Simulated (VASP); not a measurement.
# Ti3Ni (Pm-3m) in VASP: single point with PBEsol

Aim: the single point of Ti3Ni with PBEsol.

Everything below comes from runs of VASP 6.6.1. Logs are shortened: lines on timing, memory, paths and dates and some standing lists are left out, and cuts for length are marked.

### Step 1. The cell of the first run

Symmetry: Pm-3m, No. 221, cubic system. Conventional cell: a = 3.909 Å, b = 3.909 Å, c = 3.909 Å, α = 90.00°, β = 90.00°, γ = 90.00°. Ni (site symmetry m-3m) has 12 Ti at 2.76 Å within 3.6 Å. Ti (site symmetry 4/mmm) has 4 Ni at 2.76 Å and 8 Ti at 2.76 Å within 3.6 Å.

### Step 2. Single point, PBEsol, collinear spin, ferromagnetic start (14.93 Å³/atom)

INCAR

```
SYSTEM = Ti3Ni
ALGO = All
EDIFF = 1E-6
ENCUT = 550
GGA = PS
GGA_COMPAT = .FALSE.
ISEARCH = 1
ISIF = 2
ISMEAR = -1
ISPIN = 2
KPAR = 4
LASPH = .TRUE.
LCHARG = .FALSE.
LMAXMIX = 4
LORBIT = 11
LREAL = .FALSE.
LWAVE = .FALSE.
MAGMOM = 1 1 1 1
NBANDS = 35
NELM = 300
PREC = Accurate
SIGMA = 0.05
```

KPOINTS

```
k-points
0
G
  7 7 7
  0 0 0
```

POSCAR

```
Ti3Ni
1.0
    3.9087636337      0.0000000000      0.0000000000
    0.0000000000      3.9087636337      0.0000000000
    0.0000000000      0.0000000000      3.9087636337
Ni Ti
1 3
Direct
    0.0000000000      0.0000000000      0.0000000000
    0.5000000000      0.5000000000      0.0000000000
    0.5000000000      0.0000000000      0.5000000000
    0.0000000000      0.5000000000      0.5000000000
```

Potentials or basis: VASP PAW PBE potentials, release 64 (Ni, Ti_sv).

Started as:

```bash
$ cat potpaw_PBE.64/Ni/POTCAR potpaw_PBE.64/Ti_sv/POTCAR > POTCAR
$ mpirun -np 4 vasp_std > vasp.out
```

OUTCAR:

```text
SYSTEM = Ti3Ni
   EDIFF = 1E-6
   ENCUT = 550
   GGA = PS
   ISIF = 2
   ISMEAR = -1
   ISPIN = 2
   LASPH = .TRUE.
   LORBIT = 11
   LREAL = .FALSE.
   NELM = 300
   PREC = Accurate

 ion  position               nearest neighbor table
   1  0.000  0.000  0.000-   2 2.76   3 2.76   4 2.76   3 2.76   4 2.76   2 2.76   4 2.76   4 2.76
                             2 2.76   3 2.76   3 2.76   2 2.76
   2  0.500  0.500  0.000-   1 2.76   3 2.76   4 2.76   3 2.76   4 2.76   1 2.76   3 2.76   3 2.76
                             1 2.76   4 2.76   4 2.76   1 2.76
   3  0.500  0.000  0.500-   1 2.76   2 2.76   4 2.76   1 2.76   2 2.76   2 2.76   4 2.76   2 2.76
                             1 2.76   4 2.76   1 2.76   4 2.76
   4  0.000  0.500  0.500-   1 2.76   2 2.76   3 2.76   1 2.76   2 2.76   1 2.76   3 2.76   1 2.76
                             2 2.76   3 2.76   2 2.76   3 2.76

  LATTYP: Found a simple cubic cell.
 ALAT       =     3.9087636337

  Lattice vectors:

 A1 = (   3.9087636337,   0.0000000000,   0.0000000000)
 A2 = (   0.0000000000,   3.9087636337,   0.0000000000)
 A3 = (   0.0000000000,   0.0000000000,   3.9087636337)

Analysis of symmetry for initial positions (statically):
=====================================================================
 Subroutine PRICEL returns:
 Original cell was already a primitive cell.

 Routine SETGRP: Setting up the symmetry group for a
 simple cubic supercell.

 Subroutine GETGRP returns: Found 48 space group operations
 (whereof 48 operations were pure point group operations)
 out of a pool of 48 trial point group operations.

The static configuration has the point symmetry O_h .

Analysis of symmetry for dynamics (positions and initial velocities):
=====================================================================
 Subroutine PRICEL returns:
 Original cell was already a primitive cell.

 Routine SETGRP: Setting up the symmetry group for a
 simple cubic supercell.

 Subroutine GETGRP returns: Found 48 space group operations
 (whereof 48 operations were pure point group operations)
 out of a pool of 48 trial point group operations.

The dynamic configuration has the point symmetry O_h .

Analysis of structural, dynamic, and magnetic symmetry:
=====================================================================
 Subroutine PRICEL returns:
 Original cell was already a primitive cell.

 Routine SETGRP: Setting up the symmetry group for a
 simple cubic supercell.

 Subroutine GETGRP returns: Found 48 space group operations
 (whereof 48 operations were pure point group operations)
 out of a pool of 48 trial point group operations.

The overall configuration has the point symmetry O_h .

 Subroutine INISYM returns: Found 48 space group operations
 (whereof 48 operations are pure point group operations),
 and found     1 'primitive' translations

----------------------------------------------------------------------------------------

                                     Primitive cell

  volume of cell :      59.7198

  direct lattice vectors                    reciprocal lattice vectors
     3.908763634  0.000000000  0.000000000     0.255835372  0.000000000  0.000000000
     0.000000000  3.908763634  0.000000000     0.000000000  0.255835372  0.000000000
     0.000000000  0.000000000  3.908763634     0.000000000  0.000000000  0.255835372

  length of vectors
     3.908763634  3.908763634  3.908763634     0.255835372  0.255835372  0.255835372

  position of ions in fractional coordinates (direct lattice)
     0.000000000  0.000000000  0.000000000
     0.500000000  0.500000000  0.000000000
     0.500000000  0.000000000  0.500000000
     0.000000000  0.500000000  0.500000000

  ion indices of the primitive-cell ions
   primitive index   ion index
                 1           1
                 2           2
                 3           3
                 4           4

----------------------------------------------------------------------------------------

 KPOINTS: k-points

Automatic generation of k-mesh.
 Grid dimensions read from file:
 generate k-points for:    7    7    7

 Generating k-lattice:

  Cartesian coordinates                     Fractional coordinates (reciprocal lattice)
     0.036547910  0.000000000  0.000000000     0.142857143  0.000000000  0.000000000
     0.000000000  0.036547910  0.000000000     0.000000000  0.142857143  0.000000000
     0.000000000  0.000000000  0.036547910     0.000000000  0.000000000  0.142857143

  Length of vectors
     0.036547910  0.036547910  0.036547910

  Shift w.r.t. Gamma in fractional coordinates (k-lattice)
     0.000000000  0.000000000  0.000000000

 Subroutine IBZKPT returns following result:
 ===========================================

 Found     20 irreducible k-points:

 Following reciprocal coordinates:
            Coordinates               Weight
  0.000000  0.000000  0.000000      1.000000
  0.142857  0.000000  0.000000      6.000000
  0.285714  0.000000  0.000000      6.000000
  0.428571  0.000000  0.000000      6.000000
  0.142857  0.142857  0.000000     12.000000
  0.285714  0.142857  0.000000     24.000000
[... 12 lines left out ...]
  0.428571  0.428571  0.285714     24.000000
  0.428571  0.428571  0.428571      8.000000
   k-points           NKPTS =     20   k-points in BZ     NKDIM =     20   number of bands    NBANDS=     35
   number of dos      NEDOS =    301   number of ions     NIONS =      4
   total plane-waves  NPLWV =  27000
   dimension x,y,z NGX =    30 NGY =   30 NGZ =   30
   dimension x,y,z NGXF=    60 NGYF=   60 NGZF=   60
   ions per type =               1   3
   NGX,Y,Z   is equivalent  to a cutoff of  12.76, 12.76, 12.76 a.u.
   NGXF,Y,Z  is equivalent  to a cutoff of  25.52, 25.52, 25.52 a.u.
 SYSTEM =  Ti3Ni
   PREC   = accura    normal or accurate (medium, high low for compatibility)
   ISTART =      0    job   : 0-new  1-cont  2-samecut
   ICHARG =      2    charge: 1-file 2-atom 10-const
   ISPIN  =      2    spin polarized calculation?
   LNONCOLLINEAR =      F non collinear calculations
   LSORBIT =      F    spin-orbit coupling
   LASPH  =      T    aspherical Exc in radial PAW
   ENCUT  =  550.0 eV  40.42 Ry    6.36 a.u.   7.47  7.47  7.47*2*pi/ulx,y,z
   NELM   =    300;   NELMIN=  2; NELMDL= -5     # of ELM steps
   EDIFF  = 0.1E-05   stopping-criterion for ELM
   LREAL  =      F    real-space projection
   EDIFFG = 0.1E-04   stopping-criterion for IOM
   NSW    =      0    number of steps for IOM
   IBRION =     -1    ionic relax: 0-MD 1-quasi-New 2-CG
   NFREE  =      0    steps in history (QN), initial steepest desc. (CG)
   ISIF   =      2    stress and relaxation
   ISYM   =      2    0-nonsym 1-usesym 2-fastsym
   POTIM  = 0.5000    time-step for ionic-motion
   TEBEG  =    0.0;   TEEND  =   0.0 temperature during run
   PSTRESS=    0.0 pullay stress
   NELECT =      46.0000    total number of electrons
   NUPDOWN=      -1.0000    fix difference up-down
   EMIN   =  10.00;   EMAX   =-10.00  energy-range for DOS
   EFERMI =   0.00;   METHOD = LEGACY
   ISMEAR =    -1;   SIGMA  =   0.05  broadening in eV -4-tet -1-fermi 0-gaus
   EFERMI_NEDOS =   21; number of points for ismear=-14 and -15
   IALGO  =     58    algorithm
   IMIX   =      4    mixing-type and parameters
     AMIX     =   0.40;   BMIX     =  1.00
     AMIX_MAG =   1.60;   BMIX_MAG =  1.00
  volume/ion in A,a.u.               =      14.93       100.75
  Fermi-wavevector in a.u.,A,eV,Ry     =   1.500680  2.835874 30.640862  2.252040
  Thomas-Fermi vector in A             =   2.612149
   LORBIT       =     11    0 simple, 1 ext, 2 COOP (PROOUT), +10 PAW based schemes
   GGA     = PS    functional components
   LHFCALC =     F    Hartree Fock is set to
   AEXX    =    0.0000 exact exchange contribution
   IVDW    =     0    specifies the selected vdW correction
   LEPSILON=     F    determine dielectric tensor
   LRPA    =     F    only Hartree local field effects (RPA)
 spin polarized calculation
  energy-cutoff  :      550.00
  volume of cell :       59.72
 maximum number of plane-waves:      1767
 NGX is ok and might be reduce to    30
   NGX = 15   NGY = 15   NGZ = 15

 number of electron      45.9999997 magnetization       0.0065069

 Free energy of the ion-electron system (eV)
  ---------------------------------------------------
  ext. energy  EPLUGINS =         0.00000000
  ---------------------------------------------------
  free energy    TOTEN  =       -31.52140917 eV

  energy without entropy =      -31.46223201  energy(sigma->0) =      -31.49182059

 E-fermi :   8.7979     XC(G=0): -12.2225

 val. band max:        8.7976601807   @ k =   0.4286   0.4286   0.2857
 cond. band min:       8.7990503059   @ k =   0.4286   0.4286   0.2857
 fundamental gap:      0.0013901251
 Fermi energy:         8.7979329381

 spin component 1

 k-point     1 :       0.0000    0.0000    0.0000
  band No.  band energies     occupation
      1     -47.5956      1.00000
      2     -47.3737      1.00000
      3     -47.3737      1.00000
      4     -24.1970      1.00000
      5     -24.1970      1.00000
      6     -24.1970      1.00000
[... 749 lines left out ...]
     34      12.9672      0.00000
     35      13.0117      0.00000
 Fermi energy:         8.7979329381

 spin component 2

 k-point     1 :       0.0000    0.0000    0.0000
  band No.  band energies     occupation
      1     -47.5943      1.00000
      2     -47.3724      1.00000
      3     -47.3724      1.00000
      4     -24.1957      1.00000
      5     -24.1957      1.00000
      6     -24.1957      1.00000
[... 749 lines left out ...]
     34      13.0028      0.00000
     35      13.0133      0.00000

------------------------ aborting loop because EDIFF is reached ----------------------------------------

  FORCE on cell =-STRESS in cart. coord.  units (eV):
  Direction    XX          YY          ZZ          XY          YZ          ZX
  --------------------------------------------------------------------------------------
  -------------------------------------------------------------------------------------
  Total       -1.0211591     -1.0211591     -1.0211591     -0.0000000     -0.0000000     -0.0000000
  in kB      -27.3959112    -27.3959112    -27.3959112     -0.0000000     -0.0000000     -0.0000000
  external PRESSURE =     -27.3959112 kB  Pullay stress =       0.0000000 kB

 VOLUME and BASIS-vectors are now :
 -----------------------------------------------------------------------------
  energy-cutoff  :      550.00
  volume of cell :       59.72
      direct lattice vectors                 reciprocal lattice vectors
     3.908763634  0.000000000  0.000000000     0.255835372  0.000000000  0.000000000
     0.000000000  3.908763634  0.000000000     0.000000000  0.255835372  0.000000000
     0.000000000  0.000000000  3.908763634     0.000000000  0.000000000  0.255835372

 POSITION                                       TOTAL-FORCE (eV/Angst)
 -----------------------------------------------------------------------------------
      0.00000      0.00000      0.00000         0.000000      0.000000      0.000000
      1.95438      1.95438      0.00000         0.000000      0.000000      0.000000
      1.95438      0.00000      1.95438         0.000000      0.000000      0.000000
      0.00000      1.95438      1.95438         0.000000      0.000000      0.000000
 -----------------------------------------------------------------------------------
    total drift:                                0.000000      0.000000     -0.000000

  FREE ENERGIE OF THE ION-ELECTRON SYSTEM (eV)
  ---------------------------------------------------
  free  energy   TOTEN  =       -31.5214091656 eV

  energy  without entropy=      -31.4622338378  energy(sigma->0) =      -31.49182150

 total charge

# of ion       s       p       d       tot
------------------------------------------
    1        0.543   0.493   8.245   9.281
    2        2.256   6.130   1.951  10.337
    3        2.256   6.130   1.951  10.337
    4        2.256   6.130   1.951  10.337
--------------------------------------------------
tot          7.309  18.883  14.099  40.292

 magnetization (x)

# of ion       s       p       d       tot
------------------------------------------
    1       -0.000   0.000   0.001   0.001
    2        0.000   0.000   0.001   0.001
    3        0.000   0.000   0.001   0.001
    4        0.000   0.000   0.001   0.001
--------------------------------------------------
tot          0.000   0.000   0.005   0.005
```

Wall time 86 s (4 MPI ranks of Intel Xeon Platinum 8488C (Sapphire Rapids), shared host); peak memory 0.29 GiB.

Results:

```yaml
Free_energy: -31.5214 eV
Pressure: -2.7 GPa
Band_gap_on_the_k_mesh: zero (filled and empty bands overlap)
Net_moment: 0.01 μB per cell
Valence_electrons_inside_the_program's_atomic_spheres: Ni 9.28; Ti 10.34
```

Levels at points of the mesh, in eV from the Fermi level:
Spin up:
```tsv
k point	band 19	band 20	band 21	band 22	band 23	band 24	band 25	band 26	band 27	band 28
(0.00, 0.00, 0.00)	-2.66	-0.37	-0.37	-0.37	0.39	0.39	2.62	2.62	2.62	3.01
```
Spin down:
| k point | band 21 | band 22 | band 23 | band 24 | band 25 | band 26 |
| --- | --- | --- | --- | --- | --- | --- |
| (0.00, 0.00, 0.00) | -0.37 | -0.37 | 0.39 | 0.39 | 2.62 | 2.62 |

Caveat: the moments typed at the start vanished in this run; the PAW data sets were made with another functional, which shifts forces and pressure a little.
